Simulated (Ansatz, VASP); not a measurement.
## Two plane-wave programs on H2Os3

```
H Os
1.0
     3.27383    0.00000    0.00000
    -1.63691    2.83522    0.00000
     0.00000    0.00000    6.74257
H Os
2 3
Direct
  0.66667 0.33333 0.13284
  0.66667 0.33333 0.86716
  0.00000 0.00000 0.34721
  0.00000 0.00000 0.65279
  0.33333 0.66667 0.00000
```

Alike in both runs: task single point; functional PBE; k mesh 6 × 6 × 4; occupations gaussian, width 0.1 eV; no spin polarisation.

```csv
,VASP,Ansatz
version,VASP 6.6.1,Ansatz 0.2.0
potentials or method,"VASP PAW PBE potentials, release 64 (H, Os_sv_GW), cutoff 560 eV","scalar-relativistic, plane waves, PAW"
valence electrons in the cell,50,50
```

|  | VASP | Ansatz | Ansatz less VASP |
| --- | --- | --- | --- |
| gap on the k mesh at the Fermi level (eV) | none | none | - |
| pressure (GPa) | -17.8 | -17.5 | +0.27 |
| traceless stress, the component that is largest in VASP (GPa) | 47.88 | 46.27 | -1.615 |
| rms of the force components (eV/Å) | 3.113 | 2.942 | -0.1706 |

Atom by atom the forces differ by 0.171 eV/Å (rms over components). A gap of «none» marks a metal or a gap that the smearing closes. The functional is the same, so the differences come from potentials, cutoffs and numerics.

The k mesh is coarse, so the values compare programs but aren't converged. Neither program's run includes spin-orbit coupling.
